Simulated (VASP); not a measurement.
Set up this calculation in VASP 6.6.1, as the native input.

* Task: single point
* Functional: LDA
* Potentials or basis: VASP PAW LDA potentials, release 64 (Ti_sv, Ag)
* Cutoff: 520 eV
* k mesh: 9 × 9 × 9
* Occupations: fermi-dirac, width 0.08 eV
* Spin: no spin polarisation
* Dipole correction: no
* Further INCAR settings: ALGO = Normal; EDIFF = 1e-06; NBANDS = 32

The structure of Ti3Ag lies in POSCAR:

```
Ti3Ag
1.0
    4.2009104012      0.0000000000      0.0000000000
    0.0000000000      4.2009104012      0.0000000000
    0.0000000000      0.0000000000      3.9631230200
Ti Ag
3 1
Direct
    0.0000000000      0.5000000000      0.5000000000
    0.5000000000      0.0000000000      0.5000000000
    0.5000000000      0.5000000000      0.0000000000
    0.0000000000      0.0000000000      0.0000000000
```

This cell differs from its parent crystal: volume scaled by 1.01.

These files were run (other wordings do the same):

INCAR

```
PREC = Accurate
ENCUT = 520
EDIFF = 1E-6
ISMEAR = -1
SIGMA = 0.08
LREAL = F
LASPH = T
NELM = 80
ALGO = Normal
ISIF = 2
LWAVE = F
LCHARG = T
LELF = T
LVHAR = T
NBANDS = 32
```

KPOINTS

```
Automatic mesh
0
Gamma
  9 9 9
```

Potentials or basis: VASP PAW LDA potentials, release 64 (Ti_sv, Ag).

Launch:

```bash
$ cat potpaw_LDA.64/Ti_sv/POTCAR potpaw_LDA.64/Ag/POTCAR > POTCAR
$ mpirun -np 1 vasp_std > vasp.out
```

Results of the run:

- Pressure: -10.7 GPa

Wall time 110 s on 1 thread of Intel Xeon 6975P-C, with other jobs on the host, peak memory 0.26 GiB.
